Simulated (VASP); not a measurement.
Crystal: Ge.

```
Ge
1.0
     4.05019    0.00000    0.00000
    -2.02510    3.50757    0.00000
     0.00000    0.00000    6.68622
Ge
4
Cartesian
  0.0000 2.3384 6.2657
  2.0251 1.1692 2.9225
  0.0000 2.3384 3.7637
  2.0251 1.1692 0.4206
```

This isn't the form of Ge at room conditions, which is diamond.

Base run:

```yaml
Program: VASP 6.6.1
Functional: LDA
Potentials_or_basis: VASP PAW LDA potentials, release 64 (Ge_d)
Cutoff: 520 eV
k_mesh: 8 × 8 × 4
Occupations: fermi-dirac, width 0.05 eV
Spin: no spin polarisation
```

Its results: pressure -4.0 GPa; largest force 0.019 eV/Å.

The run is repeated on the same cell with these changes: functional from LDA to PBEsol; potentials or basis from VASP PAW LDA potentials, release 64 (Ge_d) to VASP PAW PBE potentials, release 64 (Ge_d). What comes out?

Pressure -2.5 GPa; largest force 0.009 eV/Å.

Caveats: the cell stands under tension (at least some runs); the PAW data sets were made with another functional, which shifts forces and pressure a little (at least some runs).
